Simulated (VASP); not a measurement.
Wanted: the native input for a VASP 6.6.1 run.

```
Task                   : single point
Functional             : r2SCAN
Potentials or basis    : VASP PAW PBE potentials, release 64 (Ag)
Cutoff                 : 520 eV
k mesh                 : 12 × 12 × 4
Occupations            : gaussian, width 0.15 eV
Spin                   : no spin polarisation
Dipole correction      : no
Further INCAR settings : ALGO = Normal; EDIFF = 1e-07; NBANDS = 30
```

Ag:

```
Ag
1.0
     2.90984    0.00070    0.00021
    -1.45431    2.52055   -0.00013
     0.00067   -0.00010    9.44789
Ag
4
Direct
  0.33357 0.66627 0.24999
  0.66618 0.33409 0.75003
  0.00057 0.99985 0.99994
  0.99968 0.99979 0.50003
```

This isn't the form of Ag at room conditions, which is fcc.

One way to write it, as run:

POSCAR

```
Ag
1.0
    2.9098387899      0.0007015756      0.0002053634
   -1.4543118127      2.5205538101     -0.0001295739
    0.0006692028     -0.0001011885      9.4478939981
Ag
4
Direct
    0.3335678523      0.6662701190      0.2499943759
    0.6661802511      0.3340908701      0.7500348688
    0.0005737744     -0.0001482987     -0.0000640951
   -0.0003218778     -0.0002126904      0.5000348505
```

INCAR.step1

```
SYSTEM = Ag
ALGO = Normal ; EDIFF = 1E-4
ENCUT = 520 ; GGA = PE
ISMEAR = 0 ; LASPH = .True.
LCHARG = .False. ; LREAL = .False.
LWAVE = .True. ; NBANDS = 30
NELM = 80 ; PREC = Accurate
SIGMA = 0.15
```

INCAR.step2

```
SYSTEM = Ag
ALGO = Normal ; EDIFF = 1E-7
ENCUT = 520 ; ISIF = 2
ISMEAR = 0 ; ISTART = 1
LASPH = .True. ; LCHARG = .False.
LMIXTAU = .True. ; LREAL = .False.
LWAVE = .False. ; METAGGA = R2SCAN
NBANDS = 30 ; NELM = 80
PREC = Accurate ; SIGMA = 0.15
```

KPOINTS

```
k-points
0
Gamma
  12 12 4
  0 0 0
```

Potentials or basis: VASP PAW PBE potentials, release 64 (Ag).

Command:

```bash
$ cat potpaw_PBE.64/Ag/POTCAR > POTCAR
$ cp INCAR.step1 INCAR
$ mpirun -np 1 vasp_std > vasp.out
$ cp INCAR.step2 INCAR
$ mpirun -np 1 vasp_std > vasp.out
```

It gave:

| Quantity | Value |
| --- | --- |
| Pressure | 0.1 GPa |
| Largest force | 0.005 eV/Å |
| Band gap on the k mesh | zero (bands 22 and 23 overlap by 6.89 eV) |

Caveat: the PAW data sets were made with another functional, which shifts forces and pressure a little.

Run time: 51 min on 1 thread of Oxide Virtual Turin-like Processor, with other jobs on the host, peak memory 0.5 GiB.
